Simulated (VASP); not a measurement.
# B3C2Br (P4mm) in VASP: further runs, part 2 of 2

VASP 6.6.1. Earlier steps stand in the parts before.

## Step 4: Relaxation of cell and atoms, PBE

This run uses another cell than the first one, of 14.23 Å³/atom.

File INCAR:

```
SYSTEM = B3C2Br
PREC = Accurate
ENCUT = 600
EDIFF = 1E-7
ISMEAR = 0
SIGMA = 0.1
LREAL = .FALSE.
LASPH = .TRUE.
NELM = 80
ALGO = Normal
ISIF = 3
LWAVE = .FALSE.
LCHARG = .FALSE.
GGA = PE
IBRION = 2
NSW = 90
EDIFFG = -0.04
```

File KPOINTS:

```
Automatic mesh
0
G
  6 6 4
  0 0 0
```

File POSCAR:

```
B3C2Br
1.0
    3.4660912081      0.0000000000      0.0000000000
    0.0000000000      3.4660912081      0.0000000000
    0.0000000000      0.0000000000      7.1087288388
B C Br
3 2 1
Direct
    0.0000000000      0.0000000000      0.5489931689
    0.5000000000      0.5000000000      0.7060460627
    0.0000000000      0.0000000000      0.7737329863
    0.5000000000      0.0000000000      0.7267719479
    0.0000000000      0.5000000000      0.7267719479
    0.0000000000      0.0000000000      0.2875422262
```

Potentials or basis: VASP PAW PBE potentials, release 64 (B, C, Br).

Command:

```sh
$ cat potpaw_PBE.64/B/POTCAR potpaw_PBE.64/C/POTCAR potpaw_PBE.64/Br/POTCAR > POTCAR
$ mpirun -np 1 vasp_std > vasp.out
```

OUTCAR:

```text
SYSTEM = B3C2Br
   PREC = Accurate
   ENCUT = 600
   EDIFF = 1E-7
   ISMEAR = 0
   LREAL = .FALSE.
   LASPH = .TRUE.
   NELM = 80
   ISIF = 3
   GGA = PE
   IBRION = 2
   NSW = 90
   EDIFFG = -0.04

 ion  position               nearest neighbor table
   1  0.000  0.000  0.549-   3 1.60   6 1.86
   2  0.500  0.500  0.706-   4 1.74   5 1.74   4 1.74   5 1.74
   3  0.000  0.000  0.774-   1 1.60   4 1.76   5 1.76   5 1.76   4 1.76
   4  0.500  0.000  0.727-   2 1.74   2 1.74   3 1.76   3 1.76
   5  0.000  0.500  0.727-   2 1.74   2 1.74   3 1.76   3 1.76
   6  0.000  0.000  0.288-   1 1.86

  LATTYP: Found a simple tetragonal cell.
 ALAT       =     3.4660912081
 C/A-ratio  =     2.0509353078

  Lattice vectors:

 A1 = (   3.4660912081,   0.0000000000,   0.0000000000)
[... 510 lines left out ...]
  ---------------------------------------------------
  ext. energy  EPLUGINS =         0.00000000
  ---------------------------------------------------
  free energy    TOTEN  =       -32.10352242 eV

  energy without entropy =      -32.09852551  energy(sigma->0) =      -32.10102397

 E-fermi :   3.1384     XC(G=0):  -8.9385

 val. band max:        2.7303010439   @ k =   0.1667   0.0000   0.5000
 cond. band min:       3.1859754122   @ k =   0.3333   0.3333   0.0000
 fundamental gap:      0.4556743684
 Fermi energy:         3.1384313933

 k-point     1 :       0.0000    0.0000    0.0000
  band No.  band energies     occupation
      1     -14.2746      2.00000
      2     -13.5361      2.00000
      3      -5.5641      2.00000
      4      -5.3303      2.00000
      5      -5.3303      2.00000
      6      -4.1276      2.00000
[... 433 lines left out ...]
      3     -10.9988      2.00000
      4      -4.2238      2.00000
      5      -2.9765      2.00000
      6      -2.8680      2.00000
[... 8 lines left out ...]
     15       6.5507      0.00000
     16       7.2457      0.00000

 [... further k-points ...]
[... 5 lines left out ...]
  --------------------------------------------------------------------------------------
  -------------------------------------------------------------------------------------
  Total       -0.0078599     -0.0078599      0.0039917      0.0000000      0.0000000      0.0000000
  in kB       -0.1499994     -0.1499994      0.0761783      0.0000000      0.0000000      0.0000000
  external PRESSURE =      -0.0746068 kB  Pullay stress =       0.0000000 kB
[... 21 lines left out ...]
  FREE ENERGIE OF THE ION-ELECTRON SYSTEM (eV)
  ---------------------------------------------------
  free  energy   TOTEN  =       -32.1035224243 eV

  energy  without entropy=      -32.0985255107  energy(sigma->0) =      -32.10102397

 reached required accuracy - stopping structural energy minimisation
```

OSZICAR:

```text
N       E                     dE             d eps       ncg     rms          rms(c)
DAV:   1     0.118299374905E+03    0.11830E+03   -0.12119E+04   960   0.146E+03
[... 89 lines left out ...]
       N       E                     dE             d eps       ncg     rms          rms(c)
DAV:   1    -0.321036034078E+02   -0.21289E-03   -0.72587E-03   960   0.678E-01    0.524E-02
DAV:   2    -0.321035339614E+02    0.69446E-04   -0.22213E-04  1392   0.105E-01    0.235E-02
DAV:   3    -0.321035224587E+02    0.11503E-04   -0.78841E-05  1184   0.479E-02    0.118E-02
DAV:   4    -0.321035220821E+02    0.37666E-06   -0.28761E-06  1304   0.120E-02    0.102E-02
DAV:   5    -0.321035223598E+02   -0.27775E-06   -0.11075E-06  1248   0.689E-03    0.332E-03
DAV:   6    -0.321035224243E+02   -0.64471E-07   -0.17285E-07   920   0.236E-03
   9 F= -.32103522E+02 E0= -.32101024E+02  d E =-.380852E-03
```

Run time: 8 min. Hardware: 1 thread of AMD EPYC 9755, shared host; peak memory 0.2 GiB.

What came out:

* Free energy: -32.1035 eV
* Relaxed volume: 13.99 Å³/atom
* Relaxed cell: a = 3.435 Å, b = 3.435 Å, c = 7.116 Å, α = 90.00°, β = 90.00°, γ = 90.00°
* Space group after relaxing (to 0.1 Å): P4mm (No. 99)
* Energy gained by relaxing: 9.5 meV/atom
* Ionic steps: 9
* Pressure after relaxing: 0.0 GPa
* Largest force after relaxing: 0.029 eV/Å
* Band gap on the k mesh: zero (bands 12 and 13 overlap by 1.75 eV)

Forces in eV/Å, atoms in the order of the input:
```
B    0.000  0.000  0.029
B    0.000  0.000 -0.005
B    0.000  0.000 -0.002
C    0.000  0.000 -0.008
C    0.000  0.000 -0.008
Br   0.000  0.000 -0.007
```

The path:
| step | energy change (eV) | largest force (eV/Å) | pressure (GPa) | volume (Å³) |
| --- | --- | --- | --- | --- |
| 1 | 0.0000 | 0.7467 | -1.38 | 85.40 |
| 2 | -0.0164 | 1.3499 | 0.28 | 83.88 |
| 3 | -0.0360 | 0.5983 | -0.50 | 84.54 |
| 4 | -0.0497 | 0.3380 | 0.51 | 83.63 |
| 5 | -0.0504 | 0.2509 | 0.32 | 83.80 |
| 6 | -0.0564 | 0.1026 | 0.32 | 83.77 |
| 7 | -0.0565 | 0.0960 | 0.32 | 83.77 |
| 8 | -0.0567 | 0.0591 | -0.20 | 84.06 |
| 9 | -0.0569 | 0.0293 | -0.01 | 83.95 |

Final structure:
```xyz
6
Lattice="3.4347 0.0000 0.0000 0.0000 3.4347 0.0000 0.0000 0.0000 7.1164" Properties=species:S:1:pos:R:3 pbc="T T T"
B     0.0000    0.0000    3.9071
B     1.7173    1.7173    5.0796
B     0.0000    3.4347    5.5293
C     1.7173    0.0000    5.1336
C     0.0000    1.7173    5.1336
Br    0.0000    0.0000    2.0447
```

Caveat: this functional lacks dispersion, which binds layers or chains, so the pressure and a relaxed spacing across them are unreliable.

## Step 5: Relaxation of cell and atoms, PBE

This run uses another cell than the first one, of 14.17 Å³/atom.

File INCAR:

```
  PREC = Accurate
  ENCUT = 600
  EDIFF = 1E-6
  ISMEAR = 0
  SIGMA = 0.1
  LREAL = False
  LASPH = True
  NELM = 60
  ALGO = Fast
  ISIF = 3
  LWAVE = False
  LCHARG = False
  GGA = PE
  IBRION = 2
  NSW = 100
  EDIFFG = -0.01
```

File KPOINTS:

```
regular mesh
0
Gamma
  12 12 6
```

File POSCAR:

```
B3C2Br
1.0
    3.4349041870      0.0000000000      0.0000000000
    0.0000000000      3.4349041870      0.0000000000
    0.0000000000      0.0000000000      7.2066683167
B C Br
3 2 1
Direct
    0.0000000000      0.0000000000      0.5502822688
    0.5000000000      0.5000000000      0.7125309567
    0.0000000000      0.0000000000      0.7752503335
    0.5000000000      0.0000000000      0.7200300876
    0.0000000000      0.5000000000      0.7200300876
    0.0000000000      0.0000000000      0.2917346056
```

Potentials or basis: VASP PAW PBE potentials, release 64 (B, C, Br).

Command:

```sh
$ cat potpaw_PBE.64/B/POTCAR potpaw_PBE.64/C/POTCAR potpaw_PBE.64/Br/POTCAR > POTCAR
$ mpirun -np 1 vasp_std > vasp.out
```

OUTCAR:

```text
PREC = Accurate
   ENCUT = 600
   EDIFF = 1E-6
   ISMEAR = 0
   LREAL = False
   LASPH = True
   NELM = 60
   ISIF = 3
   GGA = PE
   IBRION = 2
   NSW = 100
   EDIFFG = -0.01

 ion  position               nearest neighbor table
   1  0.000  0.000  0.550-   3 1.62   6 1.86   5 2.11   4 2.11   5 2.11   4 2.11
   2  0.500  0.500  0.713-   4 1.72   5 1.72   4 1.72   5 1.72
   3  0.000  0.000  0.775-   1 1.62   4 1.76   5 1.76   5 1.76   4 1.76
   4  0.500  0.000  0.720-   2 1.72   2 1.72   3 1.76   3 1.76   1 2.11   1 2.11
   5  0.000  0.500  0.720-   2 1.72   2 1.72   3 1.76   3 1.76   1 2.11   1 2.11
   6  0.000  0.000  0.292-   1 1.86

  LATTYP: Found a simple tetragonal cell.
 ALAT       =     3.4349041870
 C/A-ratio  =     2.0980696766

  Lattice vectors:

[... 392 lines left out ...]

 Free energy of the ion-electron system (eV)
  ---------------------------------------------------
  ext. energy  EPLUGINS =         0.00000000
  ---------------------------------------------------
  free energy    TOTEN  =       -32.04050691 eV

  energy without entropy =      -32.03855753  energy(sigma->0) =      -32.03953222

 E-fermi :   2.7360     XC(G=0):  -8.8326

 val. band max:        2.6067694623   @ k =   0.1667   0.0000   0.5000
 cond. band min:       2.7760998800   @ k =   0.2500   0.2500   0.5000
 fundamental gap:      0.1693304177
 Fermi energy:         2.7359656870

 k-point     1 :       0.0000    0.0000    0.0000
  band No.  band energies     occupation
      1     -14.3783      2.00000
      2     -13.6139      2.00000
      3      -5.6462      2.00000
      4      -5.3937      2.00000
      5      -5.3937      2.00000
      6      -4.2997      2.00000
[... 433 lines left out ...]
      3      -9.7477      2.00000
      4      -7.7720      2.00000
      5      -5.8365      2.00000
      6      -4.0706      2.00000
[... 8 lines left out ...]
     15       5.9462      0.00000
     16       6.7609      0.00000

 [... further k-points ...]
[... 5 lines left out ...]
  --------------------------------------------------------------------------------------
  -------------------------------------------------------------------------------------
  Total        0.0031095      0.0031095     -0.0103475      0.0000000     -0.0000000      0.0000000
  in kB        0.0581819      0.0581819     -0.1936149      0.0000000     -0.0000000      0.0000000
  external PRESSURE =      -0.0257503 kB  Pullay stress =       0.0000000 kB
[... 21 lines left out ...]
  FREE ENERGIE OF THE ION-ELECTRON SYSTEM (eV)
  ---------------------------------------------------
  free  energy   TOTEN  =       -32.0405069149 eV

  energy  without entropy=      -32.0385575337  energy(sigma->0) =      -32.03953222

 reached required accuracy - stopping structural energy minimisation
```

OSZICAR:

```text
N       E                     dE             d eps       ncg     rms          rms(c)
DAV:   1     0.121139135668E+03    0.12114E+03   -0.12095E+04  3584   0.146E+03
DAV:   2    -0.263173813605E+02   -0.14746E+03   -0.14531E+03  4792   0.252E+02
DAV:   3    -0.351398474947E+02   -0.88225E+01   -0.87072E+01  4680   0.664E+01
[... 93 lines left out ...]
RMM:   2    -0.320405011679E+02    0.29424E-07   -0.45426E-06  2763   0.166E-02
  13 F= -.32040501E+02 E0= -.32039526E+02  d E =-.990653E-05
       N       E                     dE             d eps       ncg     rms          rms(c)
DAV:   1    -0.320405068393E+02   -0.56419E-05   -0.11637E-03  3664   0.267E-01    0.119E-02
RMM:   2    -0.320405070311E+02   -0.19186E-06   -0.19563E-05  3518   0.353E-02    0.610E-03
RMM:   3    -0.320405069149E+02    0.11622E-06   -0.58568E-06  3119   0.164E-02
  14 F= -.32040507E+02 E0= -.32039532E+02  d E =-.156535E-04
```

CONTCAR:

```text
B3C2Br
   1.00000000000000
     3.4479502502095691    0.0000000000000000    0.0000000000000000
     0.0000000000000000    3.4479502502095691   -0.0000000000000000
     0.0000000000000000   -0.0000000000000000    7.2025269557202192
  B               C               Br
     3     2     1
Direct
     0.0000000000000000    1.0000000000000000    0.5499008838583792
     0.5000000000000000    0.5000000000000000    0.7112961912022756
     0.0000000000000000    1.0000000000000000    0.7733047598017569
     0.5000000000000000    0.0000000000000000    0.7219484307504417
     0.0000000000000000    0.5000000000000000    0.7219484307504417
     0.0000000000000000    1.0000000000000000    0.2914596434366998

  0.00000000E+00  0.00000000E+00  0.00000000E+00
  0.00000000E+00  0.00000000E+00  0.00000000E+00
  0.00000000E+00  0.00000000E+00  0.00000000E+00
  0.00000000E+00  0.00000000E+00  0.00000000E+00
  0.00000000E+00  0.00000000E+00  0.00000000E+00
  0.00000000E+00  0.00000000E+00  0.00000000E+00
```

Wall time 26 min (1 thread of AMD EPYC 9755, shared host); peak memory 0.31 GiB.

What came out:

```yaml
Free_energy: -32.0405 eV
Relaxed_volume: 14.27 Å³/atom
Relaxed_cell: a = 3.448 Å, b = 3.448 Å, c = 7.203 Å, α = 90.00°, β = 90.00°, γ = 90.00°
Space_group_after_relaxing_to_0.1_Å: P4mm (No. 99)
Energy_gained_by_relaxing: 1.2 meV/atom
Ionic_steps: 14
Pressure_after_relaxing: 0.0 GPa
Largest_force_after_relaxing: 0.009 eV/Å
Band_gap_on_the_k_mesh: zero (bands 12 and 13 overlap by 1.69 eV)
```

Forces on the atoms (eV/Å):
```
B    0.000  0.000  0.009
B    0.000  0.000  0.002
B    0.000  0.000 -0.004
C    0.000  0.000  0.000
C    0.000  0.000  0.000
Br   0.000  0.000 -0.006
```

The path:
| step | energy change (eV) | largest force (eV/Å) | pressure (GPa) | volume (Å³) |
| --- | --- | --- | --- | --- |
| 1 | 0.0000 | 0.3547 | 0.51 | 85.03 |
| 2 | 0.0009 | 0.6944 | 0.03 | 85.58 |
| 3 | -0.0050 | 0.1858 | 0.26 | 85.30 |
| 4 | -0.0061 | 0.1215 | -0.10 | 85.63 |
| 5 | -0.0062 | 0.0805 | -0.02 | 85.56 |
| 6 | -0.0069 | 0.0342 | -0.14 | 85.66 |
| 7 | -0.0069 | 0.0344 | -0.16 | 85.69 |
| 8 | -0.0070 | 0.0210 | 0.06 | 85.56 |
| 9 | -0.0070 | 0.0170 | 0.02 | 85.59 |
| 10 | -0.0070 | 0.0169 | 0.02 | 85.59 |
| 11 | -0.0070 | 0.0137 | 0.02 | 85.60 |
| 12 | -0.0070 | 0.0273 | 0.01 | 85.61 |
| 13 | -0.0070 | 0.0160 | 0.01 | 85.61 |
| 14 | -0.0070 | 0.0095 | 0.00 | 85.63 |

Final structure:
```yaml
crystal:
  lattice:
    - [3.44795, 0.00000, 0.00000]
    - [0.00000, 3.44795, 0.00000]
    - [0.00000, 0.00000, 7.20253]
  atoms:
    - { symbol: B, position: [0.00000, 0.00000, 0.54990] }
    - { symbol: B, position: [0.50000, 0.50000, 0.71130] }
    - { symbol: B, position: [0.00000, 0.00000, 0.77330] }
    - { symbol: C, position: [0.50000, 0.00000, 0.72195] }
    - { symbol: C, position: [0.00000, 0.50000, 0.72195] }
    - { symbol: Br, position: [0.00000, 0.00000, 0.29146] }
```

Levels at points of the mesh, in eV from the Fermi level:
```csv
k point,band 10,band 11,band 12,band 13,band 14,band 15
"(0.00, 0.00, 0.00)",-2.62,-1.23,-1.23,1.01,1.42,3.14
"(0.50, 0.00, 0.00)",-3.33,-3.06,-2.20,2.78,3.48,3.61
"(0.50, 0.50, 0.00)",-2.45,-1.60,0.53,2.94,3.00,4.07
"(0.00, 0.00, 0.50)",-2.63,-1.24,-1.24,1.00,2.33,3.24
"(0.50, 0.00, 0.50)",-3.52,-3.06,-2.22,3.18,3.23,3.68
"(0.50, 0.50, 0.50)",-2.29,-1.93,0.49,2.94,3.00,3.73
```

Caveat: this functional lacks dispersion, which binds layers or chains, so the pressure and a relaxed spacing across them are unreliable.

## Step 6: Overview

| task | spin | cell | k mesh | cutoff (eV) | gap on the mesh (eV) | pressure (GPa) | relaxed volume (Å³/atom) | largest force (eV/Å) |
| --- | --- | --- | --- | --- | --- | --- | --- | --- |
| single point | off | a = 3.448, b = 3.448, c = 7.235 Å, 6 atoms, atomic positions A | 12 × 12 × 6 | 520 | none | 0.1 | - | 0.02 |
| single point | collinear | a = 4.441, b = 4.441, c = 4.871 Å, 6 atoms, atomic positions B | 4 × 4 × 4 | 520 | none | 14.4 | - | 15.51 |
| relaxation of cell and atoms | off | relaxed from a = 3.466, b = 3.466, c = 7.109 Å, 6 atoms, atomic positions C | 6 × 6 × 4 | 600 | none | 0.0 | 13.99 | 0.03 |
| relaxation of cell and atoms | off | relaxed from a = 3.435, b = 3.435, c = 7.207 Å, 6 atoms, atomic positions D | 12 × 12 × 6 | 600 | none | 0.0 | 14.27 | 0.01 |

Alike in all rows: level PBE; potentials or basis VASP PAW PBE potentials, release 64 (B, C, Br); smearing gaussian 0.1 eV.

Caveats: this functional lacks dispersion, which binds layers or chains, so the pressure and a relaxed spacing across them are unreliable (at least some runs); the stress differs along the axes, from -18 to 78 GPa (at least some runs); a moment this small can come from the mesh or the smearing (at least some runs); forces of over 1 eV/Å act on the atoms, so gaps and moduli don't describe the material at rest (at least some runs).

Absolute energies hang on the potentials; compare differences alone.

The gap in the log of VASP goes by the Fermi energy; the results here count the filled bands.